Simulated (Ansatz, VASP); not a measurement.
# Two plane-wave programs on Si11O24

```
CELL_PARAMETERS angstrom
8.93924 0.00000 0.00000
0.00000 8.93924 0.00000
0.00000 0.00000 8.93924
ATOMIC_POSITIONS crystal
Si 0.25637 0.50000 0.00441
Si 0.26702 0.00000 0.50443
Si 0.00000 0.50000 0.25000
Si 0.50000 0.23298 0.99557
Si 0.00000 0.24363 0.49559
Si 0.73298 0.00000 0.50443
Si 0.74363 0.50000 0.00441
Si 0.00000 0.50000 0.75000
Si 0.50000 0.00000 0.75000
Si 0.00000 0.75637 0.49559
Si 0.50000 0.76702 0.99557
O 0.15221 0.50000 0.85312
O 0.15496 0.14442 0.48592
O 0.15496 0.85558 0.48592
O 0.41548 0.00000 0.38487
O 0.14979 0.50000 0.14968
O 0.50000 0.16119 0.83154
O 0.00000 0.35021 0.35032
O 0.84504 0.14442 0.48592
O 0.50000 0.91548 0.11513
O 0.50000 0.08452 0.11513
O 0.35558 0.34504 0.01408
O 0.85021 0.50000 0.14968
O 0.58452 0.00000 0.38487
O 0.64442 0.65496 0.01408
O 0.64442 0.34504 0.01408
O 0.84779 0.50000 0.85312
O 0.66119 0.00000 0.66846
O 0.00000 0.64979 0.35032
O 0.50000 0.83881 0.83154
O 0.35558 0.65496 0.01408
O 0.00000 0.34779 0.64688
O 0.00000 0.65221 0.64688
O 0.84504 0.85558 0.48592
O 0.33881 0.00000 0.66846
```

Alike in both runs: functional PBE; k mesh 2 × 2 × 2; occupations fermi-dirac, width 0.05 eV; no spin polarisation.

Ansatz relaxed the structure, and its values are those at the end. VASP's run is a single point on that final structure, the one shown.

|  | VASP | Ansatz |
| --- | --- | --- |
| version | VASP 6.6.1 | Ansatz 0.2.0 |
| potentials or method | VASP PAW PBE potentials, release 64 (Si, O), cutoff 520 eV | scalar-relativistic, plane waves, PAW |
| valence electrons in the cell | 188 | 188 |

Ansatz gave:

```
rms of the force components (eV/Å) : 0.002
```

Problem. Estimate VASP's values.

Solution. rms of the force components (eV/Å): 0.018.

The functional is the same, so the differences come from potentials, cutoffs and numerics.
